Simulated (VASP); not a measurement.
# CaO: single point with r2SCAN

The system is CaO.

```
Ca O
1.0
     0.00000    2.38460    2.39755
     2.38460    0.00000    2.39755
     2.38460    2.38460    0.00000
Ca O
1 1
Direct
  0.00000 0.00000 0.00000
  0.50000 0.50000 0.50000
```

This cell differs from its parent crystal: biaxial xy strain -0.5%.

```yaml
Program: VASP 6.6.1
Task: single point
Functional: r2SCAN
Potentials_or_basis: VASP PAW PBE potentials, release 64 (Ca_sv, O_h)
Cutoff: 1480 eV
k_mesh: 10 × 10 × 10
Occupations: gaussian, width 0.01 eV
Spin: no spin polarisation
Dipole_correction: no
Further_INCAR_settings: ALGO = Normal; EDIFF = 1e-06; NBANDS = 15
```

* Pressure: 2.3 GPa
* Band gap on the k mesh: 4.18 eV (least direct gap 4.55 eV)

Stress tensor (GPa, compression positive):
```
2.67 0.00 0.00
0.00 2.67 0.00
0.00 0.00 1.62
```

Levels at points of the mesh, in eV from the valence-band top:
| k point | band 5 | band 6 | band 7 | band 8 | band 9 | band 10 | band 11 | band 12 |
| --- | --- | --- | --- | --- | --- | --- | --- | --- |
| (0.00, 0.00, 0.00) | -16.51 | -0.01 | 0.00 | 0.00 | 5.58 | 6.87 | 6.91 | 6.91 |
| (0.50, 0.00, 0.00) | -15.15 | -2.65 | -1.24 | -1.24 | 7.78 | 9.14 | 9.15 | 9.36 |
| (0.50, 0.50, 0.00) | -16.29 | -1.31 | -0.36 | -0.36 | 4.20 | 8.89 | 9.74 | 10.35 |
| (0.50, 0.00, 0.50) | -16.29 | -1.28 | -0.39 | -0.37 | 4.18 | 8.90 | 9.74 | 10.34 |

Wall time 13 min on 1 thread of Intel(R) Xeon(R) Platinum 8259CL CPU @ 2.50GHz (Skylake/Cascade Lake), on a shared host, peak memory 0.44 GiB.

Caveat: the cell differs from its parent crystal (biaxial xy strain -0.5%); the PAW data sets were made with another functional, which shifts forces and pressure a little. A k mesh can miss the band edges.
